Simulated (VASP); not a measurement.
Input of a VASP 6.6.1 run:

File INCAR:

```
PREC     = Accurate       # precision mode
ENCUT    = 520            # plane-wave cutoff, eV
EDIFF    = 1E-6           # SCF threshold, eV
ISMEAR   = 0              # smearing method
SIGMA    = 0.01           # smearing width, eV
LREAL    = False          # projectors in reciprocal space
LASPH    = True           # aspherical terms in the spheres
NELM     = 60             # most SCF steps
ALGO     = Normal         # electronic algorithm
ISIF     = 2              # what is computed and relaxed
LWAVE    = False          # write WAVECAR
LCHARG   = False          # write CHGCAR
GGA      = PE             # functional
NBANDS   = 14             # bands
```

Contents of KPOINTS:

```
Automatic mesh
0
Gamma
  10 10 10
```

File POSCAR:

```
NaF
1.0
    0.0000000000      2.2972417895      2.2972417895
    2.2972417895      0.0000000000      2.2972417895
    2.2972417895      2.2972417895      0.0000000000
Na F
1 1
Direct
    0.0000000000      0.0000000000      0.0000000000
    0.5000000000      0.5000000000      0.5000000000
```

Potentials or basis: VASP PAW PBE potentials, release 64 (Na_pv, F).

Run with:

```bash
$ cat potpaw_PBE.64/Na_pv/POTCAR potpaw_PBE.64/F/POTCAR > POTCAR
$ mpirun -np 1 vasp_std > vasp.out
```

Question: Predict the band gap on the k mesh.

Answer: 6.44 eV, direct.

Question: Predict the pressure.

Answer: 3.5 GPa.

A k mesh can miss the band edges. Expect the measured gap to be larger: semilocal functionals such as PBE lack the derivative discontinuity.
